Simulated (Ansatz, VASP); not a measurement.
## MgS: VASP beside Ansatz

```
CELL_PARAMETERS angstrom
4.03462 0.00000 0.00000
-2.01731 3.49409 0.00000
0.00000 0.00000 6.43229
ATOMIC_POSITIONS crystal
Mg 0.66667 0.33333 0.49575
Mg 0.33333 0.66667 0.99575
S 0.33333 0.66667 0.37924
S 0.66667 0.33333 0.87924
```

Alike in both runs: task single point; functional PBEsol; k mesh 3 × 3 × 2; no spin polarisation.

|  | VASP | Ansatz |
| --- | --- | --- |
| version | VASP 6.6.1 | Ansatz 0.2.0 |
| potentials or method | VASP PAW PBE potentials, release 64 (Mg, S), cutoff 600 eV | scalar-relativistic, plane waves, PAW |
| occupations | methfessel-paxton of order 1, width 0.272114 eV | methfessel-paxton of order 1 |
| valence electrons in the cell | 16 | 32 |

Ansatz gave:

| Quantity | Value |
| --- | --- |
| gap on the k mesh at the Fermi level (eV) | 3.26 |
| least direct gap on the mesh (eV) | 3.26 |
| rms of the force components (eV/Å) | 0.020 |

Task: What did VASP give for the same quantities?

Result: gap on the k mesh at the Fermi level (eV): 3.27; least direct gap on the mesh (eV): 3.27; rms of the force components (eV/Å): 0.006.

VASP's potentials were made for PBE, not for PBEsol. Atom by atom the forces differ by 0.013 eV/Å (rms over components). VASP's potentials hold 16 valence electrons a cell and Ansatz's 32, so a difference there can come from the potentials and not from the codes.

The k mesh is coarse, so the values compare programs but aren't converged.
